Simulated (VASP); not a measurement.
A run of VASP 6.6.1 is set up as follows.

File INCAR:

```
PREC = Accurate
ENCUT = 600
EDIFF = 1E-7
ISMEAR = 0
SIGMA = 0.02
LREAL = F
LASPH = T
NELM = 100
ALGO = Normal
ISIF = 3
LWAVE = F
LCHARG = F
GGA = PS
IBRION = 2
NSW = 80
EDIFFG = -0.003
PSTRESS = 500.0
```

File KPOINTS:

```
Automatic mesh
0
Gamma
  8 8 8
```

POSCAR

```
FeSi
1.0
    4.2594878926      0.0000000000      0.0000000000
    0.0000000000      4.2594878926      0.0000000000
    0.0000000000      0.0000000000      4.2594878926
Fe Si
4 4
Direct
    0.1403578303      0.1403578303      0.1403578303
    0.3596421697      0.8596421697      0.6403578303
    0.6403578303      0.3596421697      0.8596421697
    0.8596421697      0.6403578303      0.3596421697
    0.8425735153      0.8425735153      0.8425735153
    0.6574264847      0.1574264847      0.3425735153
    0.3425735153      0.6574264847      0.1574264847
    0.1574264847      0.3425735153      0.6574264847
```

Potentials or basis: VASP PAW PBE potentials, release 64 (Fe, Si).

Command:

```console
$ cat potpaw_PBE.64/Fe/POTCAR potpaw_PBE.64/Si/POTCAR > POTCAR
$ mpirun -np 1 vasp_std > vasp.out
```

Q: Predict the band gap on the k mesh.

A: 0.13 eV (least direct gap 0.17 eV).

Q: What does it give for the space group after relaxing (to 0.1 Å)?

A: P2_13 (No. 198).

Q: Predict the relaxed cell.

A: a = 4.194 Å, b = 4.194 Å, c = 4.194 Å, α = 90.00°, β = 90.00°, γ = 90.00°.

Final structure:
```xyz
8
Lattice="4.1945 0.0000 0.0000 0.0000 4.1945 0.0000 0.0000 0.0000 4.1945" Properties=species:S:1:pos:R:3 pbc="T T T"
Fe    0.5952    0.5952    0.5952
Fe    1.5021    3.5993    2.6924
Fe    2.6924    1.5021    3.5993
Fe    3.5993    2.6924    1.5021
Si    3.5367    3.5367    3.5367
Si    2.7550    0.6578    1.4394
Si    1.4394    2.7550    0.6578
Si    0.6578    1.4394    2.7550
```

Caveat: the cell is relaxed towards a set pressure, so the run minimises the enthalpy, not the energy. A k mesh can miss the band edges.
